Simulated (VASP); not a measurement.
## CsPbCl3: relaxation of cell and atoms with PBEsol

Crystal: CsPbCl3.

```
Cs Pb Cl
1.0
     5.60500    0.00000    0.00000
     0.00000    5.60500    0.00000
     0.00000    0.00000    5.60500
Cs Pb Cl
1 1 3
Direct
  0.50000 0.50000 0.50000
  0.00000 0.00000 0.00000
  0.50000 0.00000 0.00000
  0.00000 0.50000 0.00000
  0.00000 0.00000 0.50000
```

```
Program                : VASP 6.6.1
Task                   : relaxation of cell and atoms
Functional             : PBEsol
Potentials or basis    : VASP PAW PBE potentials, release 64 (Cs_sv, Pb_d, Cl)
Cutoff                 : 600 eV
k mesh                 : 6 × 6 × 6
Occupations            : gaussian, width 0.01 eV
Spin                   : no spin polarisation
Dipole correction      : no
Further INCAR settings : ALGO = Normal; EDIFF = 1e-07; IBRION = 2; EDIFFG = -0.005; NSW = 80; ISIF = 3
```

| Quantity | Value |
| --- | --- |
| Relaxed volume | 35.47 Å³/atom |
| Relaxed cell | a = 5.618 Å, b = 5.618 Å, c = 5.618 Å, α = 90.00°, β = 90.00°, γ = 90.00° |
| Space group after relaxing (to 0.1 Å) | Pm-3m (No. 221) |
| Energy gained by relaxing | 0.2 meV/atom |
| Ionic steps | 3 |
| Pressure after relaxing | 0.0 GPa |
| Band gap on the k mesh | 1.84 eV |

Step by step:
```tsv
step	energy change (eV)	largest force (eV/Å)	pressure (GPa)	volume (Å³)
1	0.0000	0.0000	0.19	176.09
2	-0.0008	0.0000	0.03	177.16
3	-0.0008	0.0000	0.01	177.35
```

Final structure:
```xyz
5
Lattice="5.6184 0.0000 0.0000 0.0000 5.6184 0.0000 0.0000 0.0000 5.6184" Properties=species:S:1:pos:R:3 pbc="T T T"
Cs    2.8092    2.8092    2.8092
Pb    0.0000    0.0000    0.0000
Cl    2.8092    0.0000    0.0000
Cl    0.0000    2.8092    0.0000
Cl    0.0000    0.0000    2.8092
```

Levels at points of the mesh, in eV from the valence-band top:
| k point | band 19 | band 20 | band 21 | band 22 | band 23 | band 24 | band 25 | band 26 |
| --- | --- | --- | --- | --- | --- | --- | --- | --- |
| (0.00, 0.00, 0.00) | -2.58 | -2.48 | -2.48 | -2.48 | 3.24 | 4.25 | 4.25 | 5.15 |
| (0.50, 0.00, 0.00) | -2.69 | -2.59 | -2.59 | -1.67 | 2.94 | 4.62 | 5.17 | 5.26 |
| (0.50, 0.50, 0.00) | -2.78 | -2.71 | -2.17 | -0.81 | 2.43 | 2.43 | 4.86 | 5.34 |
| (0.50, 0.50, 0.50) | -2.15 | -2.15 | -2.15 | 0.00 | 1.84 | 1.84 | 1.84 | 5.02 |

It took 96 s on 1 thread of Intel(R) Xeon(R) 6975P-C (Granite Rapids), on a shared host, peak memory 0.41 GiB.

Caveat: the PAW data sets were made with another functional, which shifts forces and pressure a little; spin-orbit coupling is left out, which moves the levels of the heavy elements. A k mesh can miss the band edges.
